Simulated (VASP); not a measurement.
**K: relaxation of cell and atoms with PBEsol**

K:

```
CELL_PARAMETERS angstrom
-2.69756 2.69756 2.69756
2.69756 -2.69756 2.69756
2.69756 2.69756 -2.69756
ATOMIC_POSITIONS crystal
K 0.00000 0.00000 0.00000
```

| Property | Result |
| --- | --- |
| Program | VASP 6.6.1 |
| Task | relaxation of cell and atoms |
| Functional | PBEsol |
| Potentials or basis | VASP PAW PBE potentials, release 64 (K_sv) |
| Cutoff | 600 eV |
| k mesh | 7 × 7 × 7 |
| Occupations | fermi-dirac, width 0.05 eV |
| Spin | no spin polarisation |
| Target pressure | 20 GPa |
| Dipole correction | no |
| Further INCAR settings | ALGO = Normal; EDIFF = 1e-07; IBRION = 2; EDIFFG = -0.005; NSW = 80; ISIF = 3 |

| Quantity | Value |
| --- | --- |
| Relaxed volume | 26.77 Å³/atom |
| Relaxed cell | a = 3.264 Å, b = 3.264 Å, c = 3.264 Å, α = 109.47°, β = 109.47°, γ = 109.47° |
| Space group after relaxing (to 0.05 Å) | Im-3m (No. 229) |
| Energy change on relaxing (the enthalpy is what falls) | +1337.7 meV/atom |
| Ionic steps | 17 |
| Pressure after relaxing | 20.0 GPa |

Step by step:
| step | energy change (eV) | largest force (eV/Å) | pressure (GPa) | volume (Å³) |
| --- | --- | --- | --- | --- |
| 1 | 0.0000 | 0.0000 | -0.32 | 78.52 |
| 2 | 5.5968 | 0.0000 | 123.34 | 11.02 |
| 3 | 1.3399 | 0.0000 | 20.03 | 26.76 |
| 4 | 1.2550 | 0.0000 | 18.90 | 27.45 |
| 5 | 1.2565 | 0.0000 | 18.92 | 27.44 |
| 6 | 1.2612 | 0.0000 | 18.98 | 27.40 |
| 7 | 1.2612 | 0.0000 | 18.98 | 27.40 |
| 8 | 1.2614 | 0.0000 | 19.01 | 27.40 |
| 9 | 1.2617 | 0.0000 | 18.99 | 27.40 |
| 10 | 1.2623 | 0.0000 | 19.00 | 27.39 |
| 11 | 1.2635 | 0.0000 | 19.02 | 27.38 |
| 12 | 1.2660 | 0.0000 | 19.05 | 27.36 |
| 13 | 1.2710 | 0.0000 | 19.12 | 27.32 |
| 14 | 1.2809 | 0.0000 | 19.25 | 27.24 |
| 15 | 1.3009 | 0.0000 | 19.52 | 27.07 |
| 16 | 1.3415 | 0.0000 | 20.05 | 26.74 |
| 17 | 1.3377 | 0.0000 | 20.00 | 26.77 |

Final structure:
```cif
data_structure
_symmetry_space_group_name_H-M 'P 1'
_symmetry_Int_Tables_number 1
_cell_length_a 3.2642
_cell_length_b 3.2642
_cell_length_c 3.2642
_cell_angle_alpha 109.471
_cell_angle_beta 109.471
_cell_angle_gamma 109.471
_cell_volume 26.77
loop_
_atom_site_label
_atom_site_type_symbol
_atom_site_fract_x
_atom_site_fract_y
_atom_site_fract_z
_atom_site_occupancy
K1 K 0.00000 0.00000 0.00000 1
```

Levels at points of the mesh, in eV from the Fermi level:
```csv
k point,band 1,band 2,band 3,band 4,band 5,band 6,band 7,band 8
"(0.00, 0.00, 0.00)",-32.47,-15.30,-15.30,-15.30,-3.53,4.59,4.59,4.59
```

It took 2.1 min on 1 thread of Intel(R) Xeon(R) 6975P-C (Granite Rapids) (shared host), peak memory 0.29 GiB.

Caveat: the cell is relaxed towards a set pressure, so the enthalpy falls and the energy may rise; the volume moved by over 15 % at a fixed basis, so the end points are rough; the PAW data sets were made with another functional, which shifts forces and pressure a little.
